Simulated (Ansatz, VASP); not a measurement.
## Two plane-wave programs on Na

The input INCAR:

```
PREC = Accurate
ENCUT = 500
EDIFF = 1E-6
ISMEAR = 0
SIGMA = 0.1
LREAL = F
LASPH = T
NELM = 120
ALGO = Normal
ISIF = 2
LWAVE = F
LCHARG = T
GGA = PE
IVDW = 12
LELF = T
LVHAR = T
NBANDS = 18
GGA_COMPAT = F
```

Contents of KPOINTS:

```
Automatic mesh
0
Gamma
  6 6 2
```

File POSCAR:

```
Na
1.0
    3.1966520447     -1.8565520294      0.0000000000
    3.1966520447      1.8565520294      0.0000000000
   -2.1744518352      0.0000000000      9.3648511597
Na
3
Direct
    0.0000000000      0.0000000000      0.0000000000
    0.2224150000      0.2224150000      0.6666760000
    0.7775850000      0.7775850000      0.3333240000
```

Input for Ansatz:

```yaml
crystal:
  lattice:
    - [3.1966520447, -1.8565520294, 0.0]
    - [3.1966520447, 1.8565520294, 0.0]
    - [-2.1744518352, 0.0, 9.3648511597]
  atoms:
    - { symbol: Na, position: [0.0, 0.0, 0.0] }
    - { symbol: Na, position: [0.222415, 0.222415, 0.666676] }
    - { symbol: Na, position: [0.777585, 0.777585, 0.333324] }
basis:
  ecutwfc: 420
kpoints:
  mp_grid: { grid: [6, 6, 2] }
hamiltonian:
  xc: pbe
  dispersion: d3bj
scf:
  occupations: { method: gaussian, width: 0.1 }
output:
  forces: true
  stress: true
  eigenvalues: true
```

Alike in both runs: task single point; functional PBE; dispersion D3(BJ); k mesh 6 × 6 × 2; occupations gaussian, width 0.1 eV; no spin polarisation.

|  | VASP | Ansatz |
| --- | --- | --- |
| version | VASP 6.6.1 | Ansatz 0.2.0 |
| potentials or method | VASP PAW PBE potentials, release 64 (Na_pv), cutoff 500 eV | scalar-relativistic, plane waves, PAW |
| valence electrons in the cell | 21 | 27 |

|  | VASP | Ansatz | Ansatz less VASP |
| --- | --- | --- | --- |
| gap on the k mesh at the Fermi level (eV) | none | none | - |
| pressure (GPa) | -0.7 | -0.7 | +0.02 |
| traceless stress, the component that is largest in VASP (GPa) | -0.79 | -0.79 | +0.001 |

A gap of «none» marks a metal or a gap that the smearing closes. VASP's potentials hold 21 valence electrons a cell and Ansatz's 27, so a difference there can come from the potentials and not from the codes.
